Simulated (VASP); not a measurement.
Here is a VASP 6.6.1 calculation.

File INCAR:

```
  PREC = Accurate
  ENCUT = 520
  EDIFF = 1E-6
  ISMEAR = -1
  SIGMA = 0.03
  LREAL = F
  LASPH = T
  NELM = 80
  ALGO = Normal
  ISIF = 2
  LWAVE = F
  LCHARG = F
  NBANDS = 8
```

The input KPOINTS:

```
Automatic mesh
0
Gamma
  17 17 17
```

POSCAR

```
Al
1.0
   -0.0404796000      2.0037402000      2.0037402000
    2.0037402000     -0.0404796000      2.0037402000
    2.0037402000      2.0037402000     -0.0404796000
Al
1
Direct
    0.0000000000      0.0000000000      0.0000000000
```

Potentials or basis: VASP PAW LDA potentials, release 64 (Al).

The run is started by

```sh
$ cat potpaw_LDA.64/Al/POTCAR > POTCAR
$ mpirun -np 1 vasp_std > vasp.out
```

Question: Predict the pressure.

Answer: -3.5 GPa.

Stress tensor (GPa, compression positive):
```
-3.53  0.72  0.72
 0.72 -3.53  0.72
 0.72  0.72 -3.53
```

Caveat: the cell differs from its parent crystal (equal xy, yz and zx shear strains of -2 %).
